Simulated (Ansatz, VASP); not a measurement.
# CsBr in VASP and in Ansatz

INCAR

```
SYSTEM = CsBr
  ALGO = Normal
  EDIFF = 1E-7
  EDIFFG = -0.005
  ENCUT = 500
  GGA_COMPAT = .FALSE.
  IBRION = 2
  ISIF = 3
  ISMEAR = 0
  LASPH = .TRUE.
  LCHARG = .FALSE.
  LREAL = .FALSE.
  LWAVE = .FALSE.
  NELM = 120
  NELMIN = 4
  NSW = 100
  PREC = Accurate
  SIGMA = 0.02
```

KPOINTS

```
k-points
0
G
  6 6 6
  0 0 0
```

POSCAR

```
CsBr
1.0
    4.1390194729      0.0000000000      0.0000000000
    0.0000000000      4.1390194729      0.0000000000
    0.0000000000      0.0000000000      4.1390194729
Cs Br
1 1
Direct
    0.0000000000      0.0000000000      0.0000000000
    0.5000000000      0.5000000000      0.5000000000
```

Input for Ansatz:

```yaml
crystal:
  lattice:
    - [4.1390194729, 0.0, 0.0]
    - [0.0, 4.1390194729, 0.0]
    - [0.0, 0.0, 4.1390194729]
  atoms:
    - { symbol: Cs, position: [0.0, 0.0, 0.0] }
    - { symbol: Br, position: [0.5, 0.5, 0.5] }
basis:
  ecutwfc: 420
kpoints:
  mp_grid: { grid: [6, 6, 6] }
hamiltonian:
  xc: lda
scf:
  occupations: { method: gaussian, width: 0.02 }
output:
  forces: true
  stress: true
  eigenvalues: true
relax:
  adjacent_minimum: "off"
  f_tol: 0.005
  max_steps: 80
  cell: { stress_tol: 0.05 }
```

Alike in both runs: task relaxation of cell and atoms; functional LDA; k mesh 6 × 6 × 6; occupations gaussian, width 0.02 eV; no spin polarisation.

|  | VASP | Ansatz |
| --- | --- | --- |
| version | VASP 6.6.1 | Ansatz 0.2.0 |
| potentials or method | VASP PAW LDA potentials, release 64 (Cs_sv, Br), cutoff 500 eV | scalar-relativistic, plane waves, PAW |
| valence electrons in the cell | 16 | 16 |

Ansatz gave:

```
gap on the k mesh at the Fermi level, each at its own relaxed structure (eV) : 4.53
relaxed volume (Å³/atom)                                                     : 35.45
relaxed cell length with the largest relative difference (Å)                 : 4.139
```

What did VASP give for the same quantities?

gap on the k mesh at the Fermi level, each at its own relaxed structure (eV): 4.51; relaxed volume (Å³/atom): 35.64; relaxed cell length with the largest relative difference (Å): 4.146.

LDA's correlation is that of Perdew and Zunger in VASP and of Perdew and Wang (1992) in Ansatz.

Neither program's run includes spin-orbit coupling.
